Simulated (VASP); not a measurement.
# CsH5 (Pbam) in VASP: single point with PBE

Aim: the single point of CsH5 with PBE.

Everything below comes from runs of VASP 6.6.1. Logs are shortened: lines on timing, memory, paths and dates and some standing lists are left out, and cuts for length are marked.

## Step 1: The cell of the first run

It takes space group Pbam (No. 55, orthorhombic). The conventional cell has a = 5.063 Å, b = 8.776 Å, c = 4.239 Å, α = 90.00°, β = 90.00°, γ = 90.00°. Cs (site symmetry 2/m) has 18 H at 2.72 to 3.47 Å within 3.6 Å. H (site symmetry m) has 9 H at 2.47 to 3.34 Å and 3 Cs at 2.72 to 3.08 Å within 3.4 Å. Within 3.3 Å of H (site symmetry m) lie 8 H at 2.47 to 2.59 Å and 2 Cs at 3.15 Å. H (site symmetry 2/m) has 8 H at 2.53 to 2.70 Å and 4 Cs at 3.30 Å within 3.4 Å.

## Step 2: Single point, PBE

The input, INCAR:

```
SYSTEM = CsH5
PREC = Accurate
ENCUT = 520
EDIFF = 1E-7
ISMEAR = 0
SIGMA = 0.1
LREAL = .False.
LASPH = .True.
NELM = 80
ALGO = Normal
ISIF = 2
LWAVE = .False.
LCHARG = .False.
GGA = PE
NBANDS = 26
```

The input, KPOINTS:

```
Automatic mesh
0
Gamma
  4 2 4
  0 0 0
```

The input, POSCAR:

```
CsH5
1.0
    5.0628655900      0.0000000000      0.0000000000
    0.0000000000      8.7762755300      0.0000000000
    0.0000000000      0.0000000000      4.2388261900
Cs H
2 10
Direct
    0.0000000000      0.0000000000      0.0000000000
    0.5000000000      0.5000000000      0.0000000000
    0.4892063300      0.1901668500      0.0000000000
    0.0107936700      0.6901668500      0.0000000000
    0.5107936700      0.8098331500      0.0000000000
    0.9892063300      0.3098331500      0.0000000000
    0.2937686800      0.7368305500      0.5000000000
    0.7062313200      0.2631694500      0.5000000000
    0.5000000000      0.0000000000      0.5000000000
    0.0000000000      0.5000000000      0.5000000000
    0.2062313200      0.2368305500      0.5000000000
    0.7937686800      0.7631694500      0.5000000000
```

Potentials or basis: VASP PAW PBE potentials, release 64 (Cs_sv, H).

Command:

```bash
> cat potpaw_PBE.64/Cs_sv/POTCAR potpaw_PBE.64/H/POTCAR > POTCAR
> mpirun -np 1 vasp_std > vasp.out
```

OUTCAR:

```text
SYSTEM = CsH5
   PREC = Accurate
   ENCUT = 520
   EDIFF = 1E-7
   ISMEAR = 0
   LREAL = .False.
   LASPH = .True.
   NELM = 80
   ISIF = 2
   GGA = PE

 ion  position               nearest neighbor table
   1  0.000  0.000  0.000-
   2  0.500  0.500  0.000-
   3  0.489  0.190  0.000-
   4  0.011  0.690  0.000-
   5  0.511  0.810  0.000-
   6  0.989  0.310  0.000-
   7  0.294  0.737  0.500-
   8  0.706  0.263  0.500-
   9  0.500  0.000  0.500-
  10  0.000  0.500  0.500-
  11  0.206  0.237  0.500-
  12  0.794  0.763  0.500-

  LATTYP: Found a simple orthorhombic cell.
 ALAT       =     4.2388261900
 B/A-ratio  =     1.1944027339
 C/A-ratio  =     2.0704494916

  Lattice vectors:

 A1 = (   0.0000000000,   0.0000000000,   4.2388261900)
 A2 = (   5.0628655900,   0.0000000000,   0.0000000000)
 A3 = (   0.0000000000,   8.7762755300,   0.0000000000)

Analysis of symmetry for initial positions (statically):
=====================================================================
 Subroutine PRICEL returns:
 Original cell was already a primitive cell.

 Routine SETGRP: Setting up the symmetry group for a
 simple orthorhombic supercell.

 Subroutine GETGRP returns: Found  8 space group operations
 (whereof  4 operations were pure point group operations)
 out of a pool of  8 trial point group operations.

The static configuration has the point symmetry C_2h.
 The point group associated with its full space group is D_2h.

Analysis of symmetry for dynamics (positions and initial velocities):
=====================================================================
 Subroutine PRICEL returns:
 Original cell was already a primitive cell.

 Routine SETGRP: Setting up the symmetry group for a
 simple orthorhombic supercell.

 Subroutine GETGRP returns: Found  8 space group operations
 (whereof  4 operations were pure point group operations)
 out of a pool of  8 trial point group operations.

The dynamic configuration has the point symmetry C_2h.
 The point group associated with its full space group is D_2h.

 Subroutine INISYM returns: Found  8 space group operations
 (whereof  4 operations are pure point group operations),
 and found     1 'primitive' translations

----------------------------------------------------------------------------------------

                                     Primitive cell

  volume of cell :     188.3442

  direct lattice vectors                    reciprocal lattice vectors
     5.062865590  0.000000000  0.000000000     0.197516600  0.000000000  0.000000000
     0.000000000  8.776275530  0.000000000     0.000000000  0.113943551  0.000000000
     0.000000000  0.000000000  4.238826190     0.000000000  0.000000000  0.235914368

  length of vectors
     5.062865590  8.776275530  4.238826190     0.197516600  0.113943551  0.235914368

  position of ions in fractional coordinates (direct lattice)
     0.000000000  0.000000000  0.000000000
     0.500000000  0.500000000  0.000000000
     0.489206330  0.190166850  0.000000000
     0.010793670  0.690166850  0.000000000
     0.510793670  0.809833150  0.000000000
     0.989206330  0.309833150  0.000000000
     0.293768680  0.736830550  0.500000000
     0.706231320  0.263169450  0.500000000
     0.500000000  0.000000000  0.500000000
     0.000000000  0.500000000  0.500000000
     0.206231320  0.236830550  0.500000000
     0.793768680  0.763169450  0.500000000

  ion indices of the primitive-cell ions
   primitive index   ion index
                 1           1
                 2           2
                 3           3
                 4           4
                 5           5
                 6           6
                 7           7
                 8           8
                 9           9
                10          10
                11          11
                12          12

----------------------------------------------------------------------------------------

 KPOINTS: Automatic mesh

Automatic generation of k-mesh.
 Grid dimensions read from file:
 generate k-points for:    4    2    4

 Generating k-lattice:

  Cartesian coordinates                     Fractional coordinates (reciprocal lattice)
     0.049379150  0.000000000  0.000000000     0.250000000  0.000000000  0.000000000
     0.000000000  0.056971776  0.000000000     0.000000000  0.500000000  0.000000000
     0.000000000  0.000000000  0.058978592     0.000000000  0.000000000  0.250000000

  Length of vectors
     0.049379150  0.056971776  0.058978592

  Shift w.r.t. Gamma in fractional coordinates (k-lattice)
     0.000000000  0.000000000  0.000000000

 Subroutine IBZKPT returns following result:
 ===========================================

 Found     18 irreducible k-points:

 Following reciprocal coordinates:
            Coordinates               Weight
  0.000000  0.000000  0.000000      1.000000
  0.250000  0.000000  0.000000      2.000000
  0.500000  0.000000  0.000000      1.000000
  0.000000  0.500000  0.000000      1.000000
  0.250000  0.500000  0.000000      2.000000
  0.500000  0.500000  0.000000      1.000000
[... 10 lines left out ...]
  0.250000  0.500000  0.500000      2.000000
  0.500000  0.500000  0.500000      1.000000
   k-points           NKPTS =     18   k-points in BZ     NKDIM =     18   number of bands    NBANDS=     26
   number of dos      NEDOS =    301   number of ions     NIONS =     12
   total plane-waves  NPLWV =  89600
   dimension x,y,z NGX =    40 NGY =   70 NGZ =   32
   dimension x,y,z NGXF=    80 NGYF=  140 NGZF=   64
   ions per type =               2  10
   NGX,Y,Z   is equivalent  to a cutoff of  13.13, 13.26, 12.55 a.u.
   NGXF,Y,Z  is equivalent  to a cutoff of  26.27, 26.52, 25.10 a.u.
 SYSTEM =  CsH5
   PREC   = accura    normal or accurate (medium, high low for compatibility)
   ISTART =      0    job   : 0-new  1-cont  2-samecut
   ICHARG =      2    charge: 1-file 2-atom 10-const
   ISPIN  =      1    spin polarized calculation?
   LNONCOLLINEAR =      F non collinear calculations
   LSORBIT =      F    spin-orbit coupling
   LASPH  =      T    aspherical Exc in radial PAW
   ENCUT  =  520.0 eV  38.22 Ry    6.18 a.u.   9.41 16.32  7.88*2*pi/ulx,y,z
   NELM   =     80;   NELMIN=  2; NELMDL= -5     # of ELM steps
   EDIFF  = 0.1E-06   stopping-criterion for ELM
   LREAL  =      F    real-space projection
   EDIFFG = 0.1E-05   stopping-criterion for IOM
   NSW    =      0    number of steps for IOM
   IBRION =     -1    ionic relax: 0-MD 1-quasi-New 2-CG
   NFREE  =      0    steps in history (QN), initial steepest desc. (CG)
   ISIF   =      2    stress and relaxation
   ISYM   =      2    0-nonsym 1-usesym 2-fastsym
   POTIM  = 0.5000    time-step for ionic-motion
   TEBEG  =    0.0;   TEEND  =   0.0 temperature during run
   PSTRESS=    0.0 pullay stress
   NELECT =      28.0000    total number of electrons
   NUPDOWN=      -1.0000    fix difference up-down
   EMIN   =  10.00;   EMAX   =-10.00  energy-range for DOS
   EFERMI =   0.00;   METHOD = LEGACY
   ISMEAR =     0;   SIGMA  =   0.10  broadening in eV -4-tet -1-fermi 0-gaus
   EFERMI_NEDOS =   21; number of points for ismear=-14 and -15
   IALGO  =     38    algorithm
   IMIX   =      4    mixing-type and parameters
     AMIX     =   0.40;   BMIX     =  1.00
     AMIX_MAG =   1.60;   BMIX_MAG =  1.00
  volume/ion in A,a.u.               =      15.70       105.92
  Fermi-wavevector in a.u.,A,eV,Ry     =   0.867248  1.638862 10.233207  0.752119
  Thomas-Fermi vector in A             =   1.985755
   LORBIT       =      0    0 simple, 1 ext, 2 COOP (PROOUT), +10 PAW based schemes
   GGA     = PE    functional components
   LHFCALC =     F    Hartree Fock is set to
   AEXX    =    0.0000 exact exchange contribution
   IVDW    =     0    specifies the selected vdW correction
   LEPSILON=     F    determine dielectric tensor
   LRPA    =     F    only Hartree local field effects (RPA)
 non-spin polarized calculation
 Gauss-broadening in eV      SIGMA  =   0.10
  energy-cutoff  :      520.00
  volume of cell :      188.34
 maximum number of plane-waves:      5088
 NGX is ok and might be reduce to    40
   NGX = 19   NGY = 33   NGZ = 15

 number of electron      27.9999999 magnetization

 Free energy of the ion-electron system (eV)
  ---------------------------------------------------
  ext. energy  EPLUGINS =         0.00000000
  ---------------------------------------------------
  free energy    TOTEN  =       -18.34777912 eV

  energy without entropy =      -18.30307981  energy(sigma->0) =      -18.32542947

 E-fermi :  -1.4216     XC(G=0):  -7.6592

 val. band max:       -1.4570237053   @ k =   0.0000   0.0000   0.5000
 cond. band min:      -1.4203634788   @ k =   0.0000   0.0000   0.2500
 fundamental gap:      0.0366602265
 Fermi energy:        -1.4216228141

 k-point     1 :       0.0000    0.0000    0.0000
  band No.  band energies     occupation
      1     -21.6962      2.00000
      2     -21.6754      2.00000
      3      -9.1767      2.00000
      4      -8.5439      2.00000
      5      -8.4810      2.00000
      6      -8.4378      2.00000
[... 18 lines left out ...]
     25       6.3010      0.00000
     26       6.3462      0.00000

 k-point     2 :       0.2500    0.0000    0.0000
  band No.  band energies     occupation
      1     -21.6888      2.00000
      2     -21.6741      2.00000
      3      -9.0534      2.00000
      4      -8.7261      2.00000
      5      -8.6765      2.00000
      6      -8.5530      2.00000
[... 18 lines left out ...]
     25       5.8348      0.00000
[... 434 lines left out ...]
     25       6.4700      0.00000
     26       6.4700      0.00000

 k-point    18 :       0.5000    0.5000    0.5000
  band No.  band energies     occupation
      1     -21.6226      2.00000
      2     -21.6226      2.00000
      3      -9.0394      2.00000
      4      -9.0394      2.00000
      5      -8.7932      2.00000
      6      -8.7932      2.00000
[... 18 lines left out ...]
     25       6.7261      0.00000
     26       6.7261      0.00000

------------------------ aborting loop because EDIFF is reached ----------------------------------------

  FORCE on cell =-STRESS in cart. coord.  units (eV):
  Direction    XX          YY          ZZ          XY          YZ          ZX
  --------------------------------------------------------------------------------------
  -------------------------------------------------------------------------------------
  Total       -5.3710487     -1.8285160     -5.8154340     -0.0000000      0.0000000      0.0000000
  in kB      -45.6896061    -15.5545374    -49.4698347     -0.0000000      0.0000000      0.0000000
  external PRESSURE =     -36.9046594 kB  Pullay stress =       0.0000000 kB

 VOLUME and BASIS-vectors are now :
 -----------------------------------------------------------------------------
  energy-cutoff  :      520.00
  volume of cell :      188.34
      direct lattice vectors                 reciprocal lattice vectors
     5.062865590  0.000000000  0.000000000     0.197516600  0.000000000  0.000000000
     0.000000000  8.776275530  0.000000000     0.000000000  0.113943551  0.000000000
     0.000000000  0.000000000  4.238826190     0.000000000  0.000000000  0.235914368

 POSITION                                       TOTAL-FORCE (eV/Angst)
 -----------------------------------------------------------------------------------
      0.00000      0.00000      0.00000        -0.000000      0.000000      0.000000
      2.53143      4.38814      0.00000        -0.000000      0.000000      0.000000
      2.47679      1.66896      0.00000         0.178363     -0.014651      0.000000
      0.05465      6.05709      0.00000        -0.178363     -0.014651      0.000000
      2.58608      7.10732      0.00000        -0.178363      0.014651      0.000000
      5.00822      2.71918      0.00000         0.178363      0.014651     -0.000000
      1.48731      6.46663      2.11941         0.046485      0.324381      0.000000
      3.57555      2.30965      2.11941        -0.046485     -0.324381      0.000000
      2.53143      0.00000      2.11941        -0.000000      0.000000      0.000000
      0.00000      4.38814      2.11941        -0.000000      0.000000      0.000000
      1.04412      2.07849      2.11941        -0.046485      0.324381      0.000000
      4.01874      6.69779      2.11941         0.046485     -0.324381      0.000000
 -----------------------------------------------------------------------------------
    total drift:                                0.000000     -0.000000     -0.000000

  FREE ENERGIE OF THE ION-ELECTRON SYSTEM (eV)
  ---------------------------------------------------
  free  energy   TOTEN  =       -18.3477791195 eV

  energy  without entropy=      -18.3030798144  energy(sigma->0) =      -18.32542947
```

It took 2.6 min on 1 thread of AMD EPYC 7R13, shared host; peak memory 0.28 GiB.

Results:

* Free energy: -18.3478 eV
* Pressure: -3.7 GPa
* Largest force: 0.328 eV/Å
* Band gap on the k mesh: zero (bands 14 and 15 overlap by 0.87 eV)

Forces on the atoms (eV/Å):
```
Cs   0.000  0.000  0.000
Cs   0.000  0.000  0.000
H    0.178 -0.015  0.000
H   -0.178 -0.015  0.000
H   -0.178  0.015  0.000
H    0.178  0.015  0.000
H    0.046  0.324  0.000
H   -0.046 -0.324  0.000
H    0.000  0.000  0.000
H    0.000  0.000  0.000
H   -0.046  0.324  0.000
H    0.046 -0.324  0.000
```

Stress tensor (GPa, compression positive):
```
-4.57  0.00  0.00
 0.00 -1.56  0.00
 0.00  0.00 -4.95
```

Levels at points of the mesh, in eV from the Fermi level:
```csv
k point,band 10,band 11,band 12,band 13,band 14,band 15,band 16,band 17,band 18,band 19
"(0.00, 0.00, 0.00)",-2.48,-2.33,-0.24,-0.16,-0.07,0.30,0.37,0.81,0.95,4.92
"(0.50, 0.00, 0.00)",-2.83,-2.10,-2.10,-0.06,-0.06,0.75,0.75,1.08,1.08,5.06
"(0.00, 0.50, 0.00)",-3.60,-1.43,-1.43,0.06,0.06,0.45,0.45,0.99,0.99,5.36
"(0.50, 0.50, 0.00)",-2.80,-2.37,-2.37,0.27,0.27,0.76,0.76,1.06,1.06,5.00
"(0.00, 0.00, 0.50)",-2.55,-2.24,-0.93,-0.64,-0.57,-0.04,0.33,0.36,0.44,5.33
"(0.50, 0.00, 0.50)",-2.32,-1.44,-1.44,-0.93,-0.93,-0.61,-0.61,0.31,0.31,7.01
"(0.00, 0.50, 0.50)",-2.57,-1.47,-1.47,-0.30,-0.30,-0.20,-0.20,0.16,0.16,5.82
"(0.50, 0.50, 0.50)",-2.46,-1.21,-1.21,-1.08,-1.08,-0.35,-0.35,0.04,0.04,7.07
```

Caveat: the k points lie up to 0.37 Å⁻¹ apart, too coarse for converged energies and pressures of a metal; spin-orbit coupling is left out, which moves the levels of the heavy elements.

The gap in the log of VASP goes by the Fermi energy; the results here count the filled bands.